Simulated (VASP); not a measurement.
Set up this calculation in VASP 6.6.1, as the native input.

```
Task                   : single point
Functional             : PBE
Potentials or basis    : VASP PAW PBE potentials, release 64 (In_d, Te, Mo_sv)
Cutoff                 : 520 eV
k mesh                 : 4 × 4 × 4
Occupations            : gaussian, width 0.1 eV
Spin                   : no spin polarisation
Dipole correction      : no
Further INCAR settings : ALGO = Normal; EDIFF = 1e-06; NBANDS = 30
```

The structure of InTe3Mo lies in POSCAR:

```
InTe3Mo
1.0
    4.9209163400      0.0000000000      0.0000000000
    0.0000000000      4.9209163400      0.0000000000
    0.0000000000      0.0000000000      4.9209163400
In Te Mo
1 3 1
Direct
    0.5000000000      0.5000000000      0.5000000000
    0.0000000000      0.5000000000      0.5000000000
    0.5000000000      0.0000000000      0.5000000000
    0.5000000000      0.5000000000      0.0000000000
    0.0000000000      0.0000000000      0.0000000000
```

The input as run:

INCAR

```
SYSTEM = InTe3Mo
ALGO = Normal ; EDIFF = 1E-6
ENCUT = 520 ; GGA = PE
ISIF = 2 ; ISMEAR = 0
LASPH = .True. ; LCHARG = .False.
LREAL = .False. ; LWAVE = .False.
NBANDS = 30 ; NELM = 100
PREC = Accurate ; SIGMA = 0.1
```

KPOINTS

```
k-points
0
Gamma
  4 4 4
  0 0 0
```

Potentials or basis: VASP PAW PBE potentials, release 64 (In_d, Te, Mo_sv).

Run with:

```bash
$ cat potpaw_PBE.64/In_d/POTCAR potpaw_PBE.64/Te/POTCAR potpaw_PBE.64/Mo_sv/POTCAR > POTCAR
$ mpirun -np 1 vasp_std > vasp.out
```

It gave:

```yaml
Pressure: 29.9 GPa
```

It took 80 s on 1 thread of Intel Xeon 8259CL (shared host), peak memory 0.26 GiB.
